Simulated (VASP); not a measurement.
A run of VASP 6.6.1:

File INCAR:

```
  PREC = Accurate
  ENCUT = 600
  EDIFF = 1E-6
  ISMEAR = 0
  SIGMA = 0.02
  LREAL = F
  LASPH = T
  NELM = 120
  ALGO = Normal
  ISIF = 2
  LWAVE = F
  LCHARG = F
  GGA = PS
  NBANDS = 49
  GGA_COMPAT = F
```

The input KPOINTS:

```
regular mesh
0
Gamma
  9 9 4
```

The input POSCAR:

```
CdF2
1.0
    3.8325188000      0.0000000000      0.0000000000
   -1.9162594000      3.3190586000      0.0000000000
    0.0000000000      0.0000000000      9.2758302058
F Cd
6 3
Direct
    1.0000000000      1.0000000000      0.0000000000
    0.3333330000      0.6666670000      0.1666618000
    0.6666670000      0.3333330000      0.3333342000
    0.0000000000      0.0000000000      0.4999960000
    0.3333330000      0.6666670000      0.6666685000
    0.6666670000      0.3333330000      0.8333303000
    0.6666670000      0.3333330000      0.0833309000
    0.3333330000      0.6666670000      0.4166651000
    1.0000000000      1.0000000000      0.7499994000
```

Potentials or basis: VASP PAW PBE potentials, release 64 (F, Cd).

Run with:

```sh
$ cat potpaw_PBE.64/F/POTCAR potpaw_PBE.64/Cd/POTCAR > POTCAR
$ mpirun -np 1 vasp_std > vasp.out
```

Hardware: 1 thread of Intel(R) Xeon(R) Platinum 8375C CPU @ 2.90GHz (Ice Lake) (shared host).

Estimate the wall time of this run.

Wall time 3.6 min on 1 thread of Intel(R) Xeon(R) Platinum 8375C CPU @ 2.90GHz (Ice Lake), with other jobs on the host, peak memory 0.4 GiB. Counts: scf iterations 15, k points 43.
